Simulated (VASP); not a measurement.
Input of a VASP 6.6.1 run:

INCAR

```
SYSTEM = C
PREC = Accurate
ENCUT = 520
EDIFF = 1E-6
ISMEAR = 0
SIGMA = 0.05
LREAL = .False.
LASPH = .True.
NELM = 100
ALGO = Normal
ISIF = 2
LWAVE = .False.
LCHARG = .False.
NBANDS = 11
```

File KPOINTS:

```
Automatic mesh
0
Gamma
  12 12 12
  0 0 0
```

File POSCAR:

```
C
1.0
    0.0000000000      1.7211139017      1.6801513908
    1.7211139017      0.0000000000      1.6801513908
    1.7211139017      1.7211139017      0.0000000000
C
2
Direct
    0.5000000000      0.5000000000      0.5000000000
    0.7500000000      0.7500000000      0.7500000000
```

Potentials or basis: VASP PAW LDA potentials, release 64 (C).

Command:

```bash
$ cat potpaw_LDA.64/C/POTCAR > POTCAR
$ mpirun -np 1 vasp_std > vasp.out
```

Task: What does it give for the pressure?

Result: 58.9 GPa.

Task: Predict the band gap on the k mesh.

Result: 3.80 eV, indirect (least direct gap 5.45 eV).

Stress tensor (GPa, compression positive):
```
50.61  0.00  0.00
 0.00 50.61  0.00
 0.00  0.00 75.40
```

 A k mesh can miss the band edges.
